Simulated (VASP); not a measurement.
# TiO2 (C2/m) in VASP: notebook

TiO2 is run at these levels: PBEsol, BLYP; tasks: single point.

Everything below comes from runs of VASP 6.6.1. Logs are shortened: lines on timing, memory, paths and dates and some standing lists are left out, and cuts for length are marked.

### Step 1. The cell of the first run

Symmetry: C2/m, No. 12, monoclinic system. Conventional cell: a = 12.160 Å, b = 3.730 Å, c = 6.533 Å, α = 90.00°, β = 106.95°, γ = 90.00°. Ti (site symmetry m) has 6 O at 1.85 to 2.12 Å within 2.5 Å. Ti (site symmetry m) has 6 O at 1.76 to 2.30 Å within 2.4 Å. O (site symmetry m) has 3 Ti at 1.92 to 2.01 Å and 2 O at 2.50 Å within 2.5 Å. Within 2.7 Å of O (site symmetry m) lie 4 Ti at 1.95 to 2.30 Å and 5 O at 2.50 to 2.67 Å. O (site symmetry m) has 2 Ti at 1.76 to 1.85 Å within 2.3 Å. O (site symmetry m) has 3 Ti at 1.85 to 2.12 Å and 10 O at 2.51 to 2.96 Å within 3.0 Å.

### Step 2. Single point, PBEsol

Contents of INCAR:

```
SYSTEM = TiO2
PREC     = Accurate       ! precision mode
ENCUT    = 520            ! plane-wave cutoff, eV
EDIFF    = 1E-6           ! SCF threshold, eV
ISMEAR   = -1             ! smearing method
SIGMA    = 0.05           ! smearing width, eV
LREAL    = .FALSE.        ! projectors in reciprocal space
LASPH    = .TRUE.         ! aspherical terms in the spheres
NELM     = 60             ! most SCF steps
ALGO     = Normal         ! electronic algorithm
ISIF     = 2              ! what is computed and relaxed
LWAVE    = .FALSE.        ! write WAVECAR
LCHARG   = .TRUE.         ! write CHGCAR
GGA      = PS             ! functional
LELF     = .TRUE.         ! ELF
LVHAR    = .TRUE.       
NBANDS   = 60             ! bands
```

Contents of KPOINTS:

```
regular mesh
0
G
  8 8 4
  0 0 0
```

Contents of POSCAR:

```
TiO2
1.0
    6.0798941714     -1.8650504789      0.0001430673
    6.0798941714      1.8650504789      0.0001430673
   -1.9050891583      0.0000000000      6.2488715034
Ti O
4 8
Direct
    0.8990741247      0.8990741247      0.2914942787
    0.1950752542      0.1950752542      0.2836559905
    0.1009258753      0.1009258753      0.7085057213
    0.8049247458      0.8049247458      0.7163440095
    0.3617646897      0.3617646897      0.2949019702
    0.2637898724      0.2637898724      0.6517932679
    0.8661989625      0.8661989625      0.9965478352
    0.7362101276      0.7362101276      0.3482067321
    0.9417182548      0.9417182548      0.6301025863
    0.1338010375      0.1338010375      0.0034521648
    0.6382353103      0.6382353103      0.7050980298
    0.0582817452      0.0582817452      0.3698974137
```

Potentials or basis: VASP PAW PBE potentials, release 64 (Ti_sv, O).

On the command line:

```console
> cat potpaw_PBE.64/Ti_sv/POTCAR potpaw_PBE.64/O/POTCAR > POTCAR
> mpirun -np 1 vasp_std > vasp.out
```

OUTCAR:

```text
SYSTEM = TiO2
   PREC = Accurate
   ENCUT = 520
   EDIFF = 1E-6
   ISMEAR = -1
   LREAL = .FALSE.
   LASPH = .TRUE.
   NELM = 60
   ISIF = 2
   GGA = PS

 ion  position               nearest neighbor table
   1  0.899  0.899  0.291-   7 1.85  12 1.85   5 1.92   5 1.92   8 2.12   9 2.12
   2  0.195  0.195  0.284-  10 1.76  12 1.91   8 1.95   8 1.95   5 2.01   6 2.30
   3  0.101  0.101  0.709-  10 1.85   9 1.85  11 1.92  11 1.92   6 2.12  12 2.12
   4  0.805  0.805  0.716-   7 1.76   9 1.91   6 1.95   6 1.95  11 2.01   8 2.30
   5  0.362  0.362  0.295-   1 1.92   1 1.92   2 2.01
   6  0.264  0.264  0.652-   4 1.95   4 1.95   3 2.12   2 2.30
   7  0.866  0.866  0.997-   4 1.76   1 1.85
   8  0.736  0.736  0.348-   2 1.95   2 1.95   1 2.12   4 2.30
   9  0.942  0.942  0.630-   3 1.85   4 1.91   1 2.12
  10  0.134  0.134  0.003-   2 1.76   3 1.85
  11  0.638  0.638  0.705-   3 1.92   3 1.92   4 2.01
  12  0.058  0.058  0.370-   1 1.85   2 1.91   3 2.12

  LATTYP: Found a base centered monoclinic cell.
 ALAT       =    12.1597883462
 B/A-ratio  =     0.3067570628
 C/A-ratio  =     0.5372479804
 COS(beta)  =    -0.2915956064

  Lattice vectors:

 A1 = (   6.0798941714,  -1.8650504789,   0.0001430673)
 A2 = (   6.0798941714,   1.8650504789,   0.0001430673)
 A3 = (  -1.9050891583,   0.0000000000,   6.2488715034)

Analysis of symmetry for initial positions (statically):
=====================================================================
 Subroutine PRICEL returns:
 Original cell was already a primitive cell.

 Routine SETGRP: Setting up the symmetry group for a
 base centered monoclinic supercell.

 Subroutine GETGRP returns: Found  4 space group operations
 (whereof  4 operations were pure point group operations)
 out of a pool of  4 trial point group operations.

The static configuration has the point symmetry C_2h.

Analysis of symmetry for dynamics (positions and initial velocities):
=====================================================================
 Subroutine PRICEL returns:
 Original cell was already a primitive cell.

 Routine SETGRP: Setting up the symmetry group for a
 base centered monoclinic supercell.

 Subroutine GETGRP returns: Found  4 space group operations
 (whereof  4 operations were pure point group operations)
 out of a pool of  4 trial point group operations.

[... 122 lines left out ...]
   EDIFFG = 0.1E-04   stopping-criterion for IOM
   NSW    =      0    number of steps for IOM
   IBRION =     -1    ionic relax: 0-MD 1-quasi-New 2-CG
   NFREE  =      0    steps in history (QN), initial steepest desc. (CG)
   ISIF   =      2    stress and relaxation
   ISYM   =      2    0-nonsym 1-usesym 2-fastsym
   POTIM  = 0.5000    time-step for ionic-motion
   TEBEG  =    0.0;   TEEND  =   0.0 temperature during run
   PSTRESS=    0.0 pullay stress
   NELECT =      96.0000    total number of electrons
   NUPDOWN=      -1.0000    fix difference up-down
   EMIN   =  10.00;   EMAX   =-10.00  energy-range for DOS
   EFERMI =   0.00;   METHOD = LEGACY
   ISMEAR =    -1;   SIGMA  =   0.05  broadening in eV -4-tet -1-fermi 0-gaus
   EFERMI_NEDOS =   21; number of points for ismear=-14 and -15
   IALGO  =     38    algorithm
   IMIX   =      4    mixing-type and parameters
     AMIX     =   0.40;   BMIX     =  1.00
     AMIX_MAG =   1.60;   BMIX_MAG =  1.00
  volume/ion in A,a.u.               =      11.81        79.70
  Fermi-wavevector in a.u.,A,eV,Ry     =   1.437777  2.717004 28.125992  2.067202
  Thomas-Fermi vector in A             =   2.556817
   LORBIT       =      0    0 simple, 1 ext, 2 COOP (PROOUT), +10 PAW based schemes
   GGA     = PS    functional components
   LHFCALC =     F    Hartree Fock is set to
   AEXX    =    0.0000 exact exchange contribution
   IVDW    =     0    specifies the selected vdW correction
   LEPSILON=     F    determine dielectric tensor
   LRPA    =     F    only Hartree local field effects (RPA)
 non-spin polarized calculation
  energy-cutoff  :      520.00
  volume of cell :      141.72
 maximum number of plane-waves:      3844
   NGX = 23   NGY = 23   NGZ = 25

 number of electron      95.9999999 magnetization

 Free energy of the ion-electron system (eV)
  ---------------------------------------------------
  ext. energy  EPLUGINS =         0.00000000
  ---------------------------------------------------
  free energy    TOTEN  =      -112.41796789 eV

  energy without entropy =     -112.41796789  energy(sigma->0) =     -112.41796789

 E-fermi :   3.9620     XC(G=0): -10.7045

 val. band max:        2.6743493078   @ k =  -0.3750   0.2500   0.5000
 cond. band min:       5.4703843170   @ k =   0.0000   0.0000   0.0000
 fundamental gap:      2.7960350092
 Fermi energy:         3.9619586219

 k-point     1 :       0.0000    0.0000    0.0000
  band No.  band energies     occupation
      1     -53.1123      2.00000
      2     -53.0975      2.00000
      3     -53.0064      2.00000
      4     -52.9991      2.00000
      5     -29.6760      2.00000
      6     -29.6224      2.00000
[... 1501 lines left out ...]
     59       7.4389      0.00000
     60       7.4979      0.00000

 [... further k-points ...]
[... 5 lines left out ...]
  --------------------------------------------------------------------------------------
  -------------------------------------------------------------------------------------
  Total        0.5615257      0.5022988      0.6689934      0.0000000      0.0000000      0.0368128
  in kB        6.3483216      5.6787327      7.5632962      0.0000000      0.0000000      0.4161863
  external PRESSURE =       6.5301168 kB  Pullay stress =       0.0000000 kB

 VOLUME and BASIS-vectors are now :
 -----------------------------------------------------------------------------
  energy-cutoff  :      520.00
  volume of cell :      141.72
      direct lattice vectors                 reciprocal lattice vectors
     6.079894171 -1.865050479  0.000143067     0.082237684 -0.268089259  0.025071746
     6.079894171  1.865050479  0.000143067     0.082237684  0.268089259  0.025071746
    -1.905089158  0.000000000  6.248871503    -0.000003766  0.000000000  0.160027747

 POSITION                                       TOTAL-FORCE (eV/Angst)
 -----------------------------------------------------------------------------------
     10.37723      0.00000      1.82177        -0.018427      0.000000      0.022936
      1.83168      0.00000      1.77259        -0.000930      0.000000      0.079479
     -0.12253      0.00000      4.42739         0.018427      0.000000     -0.022936
      8.42302      0.00000      4.47657         0.000930      0.000000     -0.079479
      3.83717      0.00000      1.84291         0.012500      0.000000     -0.000980
      1.96590      0.00000      4.07305         0.005088      0.000000     -0.012248
      8.63428      0.00000      6.22755         0.016873      0.000000      0.049983
      8.28879      0.00000      2.17611        -0.005088      0.000000      0.012248
     10.25069      0.00000      3.93770        -0.023586      0.000000     -0.007660
      1.62042      0.00000      0.02161        -0.016873      0.000000     -0.049983
      6.41753      0.00000      4.40625        -0.012500      0.000000      0.000980
      0.00401      0.00000      2.31146         0.023586      0.000000      0.007660
 -----------------------------------------------------------------------------------
    total drift:                                0.000000      0.000000     -0.000000

  FREE ENERGIE OF THE ION-ELECTRON SYSTEM (eV)
  ---------------------------------------------------
  free  energy   TOTEN  =      -112.4179678901 eV

  energy  without entropy=     -112.4179678901  energy(sigma->0) =     -112.41796789
```

stdout:

```text
POSCAR found type information on POSCAR TiO
 POSCAR found :  2 types and      12 ions
 scaLAPACK will be used
 -----------------------------------------------------------------------------
|                                                                             |
|                                                                             |
|     You enforced a specific xc type in the INCAR file but a different       |
|     I HOPE YOU KNOW WHAT YOU ARE DOING!                                     |
|                                                                             |
 -----------------------------------------------------------------------------

 LDA part: xc-table for (Slater+PW92), standard interpolation
 POSCAR, INCAR and KPOINTS ok, starting setup
 FFT: planning ... GRIDC
 FFT: planning ... GRID_SOFT
 FFT: planning ... GRID
 WAVECAR not read
 entering main loop
```

It took 37 min on 1 thread of Oxide Virtual Turin-like, shared host; peak memory 0.6 GiB.

What came out:

| Quantity | Value |
| --- | --- |
| Free energy | -112.4180 eV |
| Pressure | 0.7 GPa |
| Largest force | 0.079 eV/Å |
| Band gap on the k mesh | 2.80 eV (least direct gap 2.99 eV) |

Forces on the atoms (eV/Å):
```
Ti  -0.018  0.000  0.023
Ti  -0.001  0.000  0.079
Ti   0.018  0.000 -0.023
Ti   0.001  0.000 -0.079
O    0.013  0.000 -0.001
O    0.005  0.000 -0.012
O    0.017  0.000  0.050
O   -0.005  0.000  0.012
O   -0.024  0.000 -0.008
O   -0.017  0.000 -0.050
O   -0.013  0.000  0.001
O    0.024  0.000  0.008
```

Caveat: the PAW data sets were made with another functional, which shifts forces and pressure a little. A k mesh can miss the band edges.

### Step 3. Single point, BLYP

This run uses another cell than the first one, of 12.23 Å³/atom.

Contents of INCAR:

```
SYSTEM = TiO2
AGGAC = 1.0 ; AGGAX = 1.0
ALDAC = 0.0 ; ALDAX = 1.0
ALGO = Normal ; EDIFF = 1E-6
ENCUT = 520 ; GGA = B5
ISIF = 2 ; ISMEAR = -1
LASPH = .TRUE. ; LCHARG = .TRUE.
LELF = .TRUE. ; LREAL = .FALSE.
LVHAR = .TRUE. ; LWAVE = .FALSE.
NBANDS = 60 ; NELM = 100
PREC = Accurate ; SIGMA = 0.05
```

Contents of KPOINTS:

```
k-points
0
G
  8 8 4
  0 0 0
```

Contents of POSCAR:

```
TiO2
1.0
    6.1535771931     -1.8834685000      0.0000000000
    6.1535771931      1.8834685000      0.0000000000
   -1.9283261078      0.0000000000      6.3289668713
Ti O
4 8
Direct
    0.9000710000      0.9000710000      0.2896020000
    0.1952860000      0.1952860000      0.2837620000
    0.0999290000      0.0999290000      0.7103980000
    0.8047140000      0.8047140000      0.7162380000
    0.3619310000      0.3619310000      0.2933970000
    0.2634885000      0.2634885000      0.6525000000
    0.8671885000      0.8671885000      0.9952910000
    0.7365115000      0.7365115000      0.3475000000
    0.9416475000      0.9416475000      0.6300210000
    0.1328115000      0.1328115000      0.0047090000
    0.6380690000      0.6380690000      0.7066030000
    0.0583525000      0.0583525000      0.3699790000
```

Potentials or basis: VASP PAW PBE potentials, release 64 (Ti_sv, O).

On the command line:

```console
> cat potpaw_PBE.64/Ti_sv/POTCAR potpaw_PBE.64/O/POTCAR > POTCAR
> mpirun -np 1 vasp_std > vasp.out
```

It took 33 min on 1 thread of Oxide Virtual Turin-like, shared host; peak memory 0.62 GiB.

The run converged. Its results:

| Property | Result |
| --- | --- |
| Free energy | -103.6046 eV |
| Pressure | 4.2 GPa |
| Largest force | 0.125 eV/Å |
| Band gap on the k mesh | 2.71 eV (least direct gap 2.88 eV) |

Forces on the atoms (eV/Å):
```
Ti   0.036  0.000 -0.052
Ti  -0.118  0.000 -0.040
Ti  -0.036  0.000  0.052
Ti   0.118  0.000  0.040
O    0.063  0.000 -0.033
O    0.057  0.000  0.047
O    0.035  0.000  0.062
O   -0.057  0.000 -0.047
O   -0.046  0.000  0.038
O   -0.035  0.000 -0.062
O   -0.063  0.000  0.033
O    0.046  0.000 -0.038
```

Stress tensor (GPa, compression positive):
```
 4.25  0.00 -0.01
 0.00  3.89  0.00
-0.01  0.00  4.48
```

Levels at points of the mesh, in eV from the valence-band top:
| k point | band 44 | band 45 | band 46 | band 47 | band 48 | band 49 | band 50 | band 51 | band 52 | band 53 |
| --- | --- | --- | --- | --- | --- | --- | --- | --- | --- | --- |
| (0.00, 0.00, 0.00) | -0.87 | -0.74 | -0.73 | -0.35 | -0.17 | 2.71 | 3.04 | 3.27 | 3.28 | 3.32 |
| (0.50, 0.00, 0.00) | -1.00 | -0.85 | -0.46 | -0.20 | -0.12 | 3.07 | 3.13 | 3.53 | 3.59 | 3.85 |
| (0.50, 0.50, 0.00) | -0.89 | -0.86 | -0.62 | -0.38 | -0.12 | 2.84 | 2.89 | 3.39 | 3.45 | 3.46 |
| (0.00, 0.00, 0.50) | -0.74 | -0.68 | -0.65 | -0.58 | -0.42 | 2.82 | 3.07 | 3.24 | 3.33 | 3.35 |
| (0.50, 0.00, 0.50) | -0.78 | -0.66 | -0.51 | -0.09 | -0.01 | 3.11 | 3.16 | 3.39 | 3.60 | 3.75 |
| (0.50, 0.50, 0.50) | -1.07 | -0.83 | -0.41 | -0.21 | -0.20 | 2.96 | 3.06 | 3.20 | 3.35 | 3.36 |

Caveat: the cell stands under pressure; the PAW data sets were made with another functional, which shifts forces and pressure a little. A k mesh can miss the band edges.
